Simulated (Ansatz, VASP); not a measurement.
**Ta2N: VASP beside Ansatz**

```
CELL_PARAMETERS angstrom
3.07826 -0.10774 0.00000
-1.63243 2.71972 0.00000
0.00000 0.00000 4.48626
ATOMIC_POSITIONS crystal
Ta 0.66667 0.33333 0.74637
Ta 0.33333 0.66667 0.25363
N 0.00000 0.00000 0.00000
```

Change from the starting cell: engineering shear strain xy -0.0700, normal strain along z -0.0700.

Alike in both runs: task single point; functional PBEsol; k mesh 15 × 15 × 8; occupations gaussian, width 0.15 eV; no spin polarisation.

|  | VASP | Ansatz |
| --- | --- | --- |
| version | VASP 6.6.1 | Ansatz 0.2.0 |
| potentials or method | VASP PAW PBE potentials, release 64 (Ta_pv, N), cutoff 520 eV | scalar-relativistic, plane waves, PAW |
| valence electrons in the cell | 27 | 31 |

Ansatz gave:

| Quantity | Value |
| --- | --- |
| gap on the k mesh at the Fermi level (eV) | none |
| pressure (GPa) | 27.8 |
| traceless stress, the component that is largest in VASP (GPa) | 13.85 |
| rms of the force components (eV/Å) | 0.041 |

**Question.** Estimate VASP's values.

**Answer.** gap on the k mesh at the Fermi level (eV): none; pressure (GPa): 28.7; traceless stress, the component that is largest in VASP (GPa): 13.91; rms of the force components (eV/Å): 0.062.

VASP's potentials were made for PBE, not for PBEsol, and Ansatz warns of the same on its side. Atom by atom the forces differ by 0.034 eV/Å (rms over components). A gap of «none» marks a metal or a gap that the smearing closes. VASP's potentials hold 27 valence electrons a cell and Ansatz's 31, so a difference there can come from the potentials and not from the codes.

Neither program's run includes spin-orbit coupling.
